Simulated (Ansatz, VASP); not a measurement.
# One calculation of Co, two programs

```
Co
1.0
     2.54419    0.00000    0.00000
    -1.27210    2.20333    0.00000
     0.00000    0.00000    4.09100
Co
2
Direct
  0.33333 0.66667 0.25000
  0.66667 0.33333 0.75000
```

Change from the starting cell: equal xx and yy strain of +1 %, PAW files.

Alike in both runs: task electric field gradients; functional PBE; k mesh 19 × 19 × 10; occupations fermi-dirac, width 0.05 eV; collinear spin.

|  | VASP | Ansatz |
| --- | --- | --- |
| version | VASP 6.6.1 | Ansatz 0.2.0 |
| potentials or method | VASP PAW PBE potentials, release 64 (Co) | PAW with Ansatz's default frozen-core files, scalar-relativistic |
| plane-wave cutoff (eV) | 520 | 420 |
| valence electrons in the cell | 18 | 34 |

VASP gave:

```
pressure (GPa)                                                : -10.6
traceless stress, the component that is largest in VASP (GPa) : 0.73
net moment per atom (μB)                                      : 1.65
size of the moment on the site where the two differ most (μB) : 1.68
size of Vzz on the site where it differs most (V/Å²)          : 4.7
```

Question: What did Ansatz give for the same quantities?

Answer: Pressure (GPa): -10.1; traceless stress, the component that is largest in VASP (GPa): 0.91; net moment per atom (μB): 1.66; size of the moment on the site where the two differ most (μB): 1.74; size of Vzz on the site where it differs most (V/Å²): 4.1.

Site moments also hang on the region over which each program counts them. VASP's potentials hold 18 valence electrons a cell and Ansatz's 34, so a difference there can come from the potentials and not from the codes.
